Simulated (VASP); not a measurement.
Wanted: the native input for a VASP 6.6.1 run.

```yaml
Task: relaxation of cell and atoms
Functional: LDA
Potentials_or_basis: VASP PAW LDA potentials, release 64 (La)
Cutoff: 600 eV
k_mesh: 13 × 13 × 7
Occupations: fermi-dirac, width 0.05 eV
Spin: no spin polarisation
Dipole_correction: no
Further_INCAR_settings: ALGO = Normal; EDIFF = 1e-06; IBRION = 2; EDIFFG = -0.005; NSW = 45; ISIF = 3
```

The structure of La lies in POSCAR:

```
La
1.0
    3.5777324938      0.0000000000      0.0000000000
   -1.7888662469      3.0984072276      0.0000000000
    0.0000000000      0.0000000000      5.9018088352
La
2
Direct
    0.3333333333      0.6666666667      0.2500000000
    0.6666666667      0.3333333333      0.7500000000
```

These files were run (other wordings do the same):

INCAR

```
SYSTEM = La
ALGO = Normal ; EDIFF = 1E-6
EDIFFG = -0.005 ; ENCUT = 600
IBRION = 2 ; ISIF = 3
ISMEAR = -1 ; LASPH = .TRUE.
LCHARG = .FALSE. ; LREAL = .FALSE.
LWAVE = .FALSE. ; NELM = 100
NSW = 45 ; PREC = Accurate
SIGMA = 0.05
```

KPOINTS

```
k-points
0
G
  13 13 7
  0 0 0
```

Potentials or basis: VASP PAW LDA potentials, release 64 (La).

The run is started by

```bash
$ cat potpaw_LDA.64/La/POTCAR > POTCAR
$ mpirun -np 1 vasp_std > vasp.out
```

Results of the run:

The relaxed volume is 32.56 Å³/atom, the relaxed cell is a = 3.572 Å, b = 3.572 Å, c = 5.894 Å, α = 90.00°, β = 90.00°, γ = 120.00° and the space group after relaxing (to 0.05 Å) is P6_3/mmc (No. 194). The energy gained by relaxing is 0.1 meV/atom and the ionic steps are 4. The pressure after relaxing is 0.0 GPa and the band gap on the k mesh is zero (band 11 reaches 9.96 eV, above the bottom of band 12 at 8.53 eV).

Caveat: spin-orbit coupling is left out, which moves the levels of the heavy elements.

Wall time 6.9 min on 1 thread of Intel(R) Xeon(R) Platinum 8375C CPU @ 2.90GHz (Ice Lake), on a shared host, peak memory 0.25 GiB.
